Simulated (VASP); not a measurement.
# SiO2 (Im-3m) in VASP: notebook, part 3 of 3

VASP 6.6.1.

## 5. Relaxation of cell and atoms, LDA

This run uses another cell than the first one, of 19.84 Å³/atom.

The input, INCAR:

```
SYSTEM = SiO2
PREC = Accurate ; ENCUT = 600
EDIFF = 1E-7 ; ISMEAR = 0
SIGMA = 0.02 ; LREAL = Auto
LASPH = .TRUE. ; NELM = 60
ALGO = Normal ; ISIF = 3
LWAVE = .FALSE. ; LCHARG = .FALSE.
IBRION = 2 ; NSW = 100
EDIFFG = -0.005
```

The input, KPOINTS:

```
regular mesh
0
G
  4 4 4
  0 0 0
```

The input, POSCAR:

```
SiO2
1.0
   -4.4696193450      4.4696193450      4.4696193450
    4.4696193450     -4.4696193450      4.4696193450
    4.4696193450      4.4696193450     -4.4696193450
Si O
6 12
Direct
    0.5000000000      0.2500000000      0.7500000000
    0.5000000000      0.7500000000      0.2500000000
    0.2500000000      0.7500000000      0.5000000000
    0.7500000000      0.2500000000      0.5000000000
    0.2500000000      0.5000000000      0.7500000000
    0.7500000000      0.5000000000      0.2500000000
    0.3525239400      0.0000000000      0.6474760600
    0.6474760600      0.6474760600      0.2949521200
    0.3525239400      0.6474760600      0.0000000000
    0.3525239400      0.7050478800      0.3525239400
    0.6474760600      0.2949521200      0.6474760600
    0.0000000000      0.3525239400      0.6474760600
    0.7050478800      0.3525239400      0.3525239400
    0.6474760600      0.3525239400      0.0000000000
    0.0000000000      0.6474760600      0.3525239400
    0.2949521200      0.6474760600      0.6474760600
    0.3525239400      0.3525239400      0.7050478800
    0.6474760600      0.0000000000      0.3525239400
```

Potentials or basis: VASP PAW LDA potentials, release 64 (Si, O).

Command:

```sh
$ cat potpaw_LDA.64/Si/POTCAR potpaw_LDA.64/O/POTCAR > POTCAR
$ mpirun -np 1 vasp_std > vasp.out
```

OUTCAR:

```text
SYSTEM = SiO2
   PREC = Accurate
   ENCUT = 600
   EDIFF = 1E-7
   ISMEAR = 0
   LREAL = Auto
   LASPH = .TRUE.
   NELM = 60
   ISIF = 3
   IBRION = 2
   NSW = 100
   EDIFFG = -0.005

 ion  position               nearest neighbor table
   1  0.500  0.250  0.750-  11 1.61  17 1.61   7 1.61  14 1.61
   2  0.500  0.750  0.250-   8 1.61  10 1.61  18 1.61   9 1.61
   3  0.250  0.750  0.500-  10 1.61  16 1.61  15 1.61   7 1.61
   4  0.750  0.250  0.500-  11 1.61  13 1.61  12 1.61  18 1.61
   5  0.250  0.500  0.750-  16 1.61  17 1.61  12 1.61   9 1.61
   6  0.750  0.500  0.250-   8 1.61  13 1.61  15 1.61  14 1.61
   7  0.353  0.000  0.647-   1 1.61   3 1.61
   8  0.647  0.647  0.295-   2 1.61   6 1.61
   9  0.353  0.647  0.000-   2 1.61   5 1.61
  10  0.353  0.705  0.353-   2 1.61   3 1.61
  11  0.647  0.295  0.647-   1 1.61   4 1.61
  12  0.000  0.353  0.647-   5 1.61   4 1.61
  13  0.705  0.353  0.353-   4 1.61   6 1.61
  14  0.647  0.353  0.000-   1 1.61   6 1.61
  15  0.000  0.647  0.353-   6 1.61   3 1.61
[... 212 lines left out ...]
  Total       -2.1370813     -2.1370813     -2.1370813      0.0000000     -0.0000000      0.0000000
  in kB       -9.5864990     -9.5864990     -9.5864990      0.0000000     -0.0000000      0.0000000
  external PRESSURE =      -9.5864990 kB  Pullay stress =       0.0000000 kB
[... 247 lines left out ...]
--------------------------------------- Ionic step        6  -------------------------------------------

 number of electron      95.9999962 magnetization

 Free energy of the ion-electron system (eV)
  ---------------------------------------------------
  ext. energy  EPLUGINS =         0.00000000
  ---------------------------------------------------
  free energy    TOTEN  =      -155.50674769 eV

  energy without entropy =     -155.50674769  energy(sigma->0) =     -155.50674769

 E-fermi :  -1.9269     XC(G=0):  -7.0109

 val. band max:       -2.0657876278   @ k =   0.0000   0.0000   0.0000
 cond. band min:       3.4400434752   @ k =   0.0000   0.0000   0.0000
 fundamental gap:      5.5058311030
 Fermi energy:        -1.9269348134

 k-point     1 :       0.0000    0.0000    0.0000
  band No.  band energies     occupation
      1     -21.3631      2.00000
      2     -20.4275      2.00000
      3     -20.4275      2.00000
      4     -20.4275      2.00000
      5     -19.9629      2.00000
      6     -19.9629      2.00000
[... 522 lines left out ...]
  FREE ENERGIE OF THE ION-ELECTRON SYSTEM (eV)
  ---------------------------------------------------
  free  energy   TOTEN  =      -155.5067476857 eV

  energy  without entropy=     -155.5067476857  energy(sigma->0) =     -155.50674769

 reached required accuracy - stopping structural energy minimisation
```

OSZICAR:

```text
N       E                     dE             d eps       ncg     rms          rms(c)
DAV:   1     0.806101728810E+03    0.80610E+03   -0.50146E+04   936   0.162E+03
DAV:   2    -0.852520010589E+02   -0.89135E+03   -0.86746E+03  1228   0.357E+02
DAV:   3    -0.174964352495E+03   -0.89712E+02   -0.89372E+02  1080   0.124E+02
[... 63 lines left out ...]
DAV:   6    -0.155506745970E+03   -0.39833E-06   -0.27993E-07   810   0.236E-03    0.287E-03
DAV:   7    -0.155506747161E+03   -0.11905E-05   -0.63600E-07   890   0.317E-03    0.124E-03
DAV:   8    -0.155506747394E+03   -0.23347E-06   -0.15158E-07   652   0.173E-03    0.547E-04
DAV:   9    -0.155506747657E+03   -0.26308E-06   -0.77927E-08   594   0.129E-03    0.346E-04
DAV:  10    -0.155506747686E+03   -0.28389E-07   -0.25579E-08   646   0.709E-04
   6 F= -.15550675E+03 E0= -.15550675E+03  d E =-.419542E-03
```

CONTCAR:

```text
SiO2
   1.00000000000000
    -4.4572482469853165    4.4572482469853165    4.4572482469853165
     4.4572482469853165   -4.4572482469853165    4.4572482469853165
     4.4572482469853165    4.4572482469853165   -4.4572482469853165
  Si              O
     6    12
Direct
     0.5000000000000000    0.2500000000000000    0.7500000000000000
     0.5000000000000000    0.7500000000000000    0.2500000000000000
     0.2500000000000000    0.7500000000000000    0.5000000000000000
     0.7500000000000000    0.2500000000000000    0.5000000000000000
     0.2500000000000000    0.5000000000000000    0.7500000000000000
     0.7500000000000000    0.5000000000000000    0.2500000000000000
[... 10 lines left out ...]
     0.3523230575538533    0.3523230575538533    0.7046461151077138
     0.6476769424461468    0.0000000000000000    0.3523230575538533

  0.00000000E+00  0.00000000E+00  0.00000000E+00
  0.00000000E+00  0.00000000E+00  0.00000000E+00
  0.00000000E+00  0.00000000E+00  0.00000000E+00
  0.00000000E+00  0.00000000E+00  0.00000000E+00
  0.00000000E+00  0.00000000E+00  0.00000000E+00
  0.00000000E+00  0.00000000E+00  0.00000000E+00
[... 10 lines left out ...]
  0.00000000E+00  0.00000000E+00  0.00000000E+00
  0.00000000E+00  0.00000000E+00  0.00000000E+00
```

It took 11 min on 1 thread of Intel Xeon 6975P-C (Granite Rapids), shared host; peak memory 0.48 GiB.

Results:

* Free energy: -155.5067 eV
* Relaxed volume: 19.68 Å³/atom
* Relaxed cell: a = 7.720 Å, b = 7.720 Å, c = 7.720 Å, α = 109.47°, β = 109.47°, γ = 109.47°
* Space group after relaxing (to 0.1 Å): Im-3m (No. 229)
* Energy gained by relaxing: 0.5 meV/atom
* Ionic steps: 6
* Pressure after relaxing: 0.0 GPa
* Band gap on the k mesh: 5.51 eV

The path:
| step | energy change (eV) | largest force (eV/Å) | pressure (GPa) | volume (Å³) |
| --- | --- | --- | --- | --- |
| 1 | 0.0000 | 0.0273 | -0.96 | 357.17 |
| 2 | 0.0073 | 0.0979 | 1.35 | 351.07 |
| 3 | -0.0078 | 0.0250 | -0.02 | 354.59 |
| 4 | -0.0078 | 0.0260 | 0.00 | 354.54 |
| 5 | -0.0081 | 0.0154 | 0.01 | 354.42 |
| 6 | -0.0082 | 0.0014 | 0.01 | 354.21 |

Final structure:
```yaml
crystal:
  lattice:
    - [-4.45725, 4.45725, 4.45725]
    - [4.45725, -4.45725, 4.45725]
    - [4.45725, 4.45725, -4.45725]
  atoms:
    - { symbol: Si, position: [0.50000, 0.25000, 0.75000] }
    - { symbol: Si, position: [0.50000, 0.75000, 0.25000] }
    - { symbol: Si, position: [0.25000, 0.75000, 0.50000] }
    - { symbol: Si, position: [0.75000, 0.25000, 0.50000] }
    - { symbol: Si, position: [0.25000, 0.50000, 0.75000] }
    - { symbol: Si, position: [0.75000, 0.50000, 0.25000] }
    - { symbol: O, position: [0.35232, 0.00000, 0.64768] }
    - { symbol: O, position: [0.64768, 0.64768, 0.29535] }
    - { symbol: O, position: [0.35232, 0.64768, 0.00000] }
    - { symbol: O, position: [0.35232, 0.70465, 0.35232] }
    - { symbol: O, position: [0.64768, 0.29535, 0.64768] }
    - { symbol: O, position: [0.00000, 0.35232, 0.64768] }
    - { symbol: O, position: [0.70465, 0.35232, 0.35232] }
    - { symbol: O, position: [0.64768, 0.35232, 0.00000] }
    - { symbol: O, position: [0.00000, 0.64768, 0.35232] }
    - { symbol: O, position: [0.29535, 0.64768, 0.64768] }
    - { symbol: O, position: [0.35232, 0.35232, 0.70465] }
    - { symbol: O, position: [0.64768, 0.00000, 0.35232] }
```

Levels at points of the mesh, in eV from the valence-band top:
| k point | band 45 | band 46 | band 47 | band 48 | band 49 | band 50 | band 51 | band 52 |
| --- | --- | --- | --- | --- | --- | --- | --- | --- |
| (0.00, 0.00, 0.00) | -0.49 | -0.49 | -0.49 | 0.00 | 5.51 | 8.56 | 8.56 | 8.56 |
| (0.50, 0.00, 0.00) | -0.53 | -0.44 | -0.40 | -0.14 | 6.66 | 6.88 | 8.37 | 8.42 |
| (0.50, 0.50, 0.50) | -0.76 | -0.13 | -0.13 | -0.13 | 7.45 | 7.45 | 7.58 | 8.00 |

A k mesh can miss the band edges.

## 6. The runs side by side

| task | cell | cutoff (eV) | gap on the mesh (eV) | pressure (GPa) |
| --- | --- | --- | --- | --- |
| single point | a = 7.794 Å, angles 109.5°, 18 atoms, atomic positions A | 520 | 5.46 | -2.8 |
| single point | a = 7.869 Å, angles 109.5°, 18 atoms, atomic positions B | 520 | 5.38 | -5.6 |
| single point | a = 7.966 Å, angles 109.5°, 18 atoms, atomic positions C | 520 | 5.18 | -8.9 |
| relaxation of cell and atoms | relaxed from a = 7.742 Å, angles 109.5°, 18 atoms, atomic positions D | 600 | 5.51 | 0.0 |

Alike in all rows: level LDA; potentials or basis VASP PAW LDA potentials, release 64 (Si, O); no spin polarisation; k mesh 4 × 4 × 4; smearing gaussian 0.02 eV.

Caveats: the cell stands under tension (at least some runs).

Absolute energies hang on the potentials; compare differences alone.
